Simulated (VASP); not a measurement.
Here is a VASP 6.6.1 calculation.

File INCAR:

```
PREC = Accurate
ENCUT = 520
EDIFF = 1E-6
ISMEAR = 0
SIGMA = 0.02
LREAL = False
LASPH = True
NELM = 60
ALGO = Normal
ISIF = 2
LWAVE = False
LCHARG = True
LELF = True
LVHAR = True
NBANDS = 16
```

KPOINTS

```
regular mesh
0
Gamma
  8 8 8
```

POSCAR

```
GaP
1.0
    0.0000000000      2.6957094390      2.6957094390
    2.6957094390      0.0000000000      2.6957094390
    2.6957094390      2.6957094390      0.0000000000
Ga P
1 1
Direct
    0.0000000000      0.0000000000      0.0000000000
    0.7500000000      0.7500000000      0.7500000000
```

Potentials or basis: VASP PAW LDA potentials, release 64 (Ga_d, P).

Launch:

```bash
$ cat potpaw_LDA.64/Ga_d/POTCAR potpaw_LDA.64/P/POTCAR > POTCAR
$ mpirun -np 1 vasp_std > vasp.out
```

(1) Predict the band gap on the k mesh.

(2) Predict the pressure.

## Answers

(1) 1.43 eV, indirect (least direct gap 1.91 eV).

(2) 0.1 GPa.
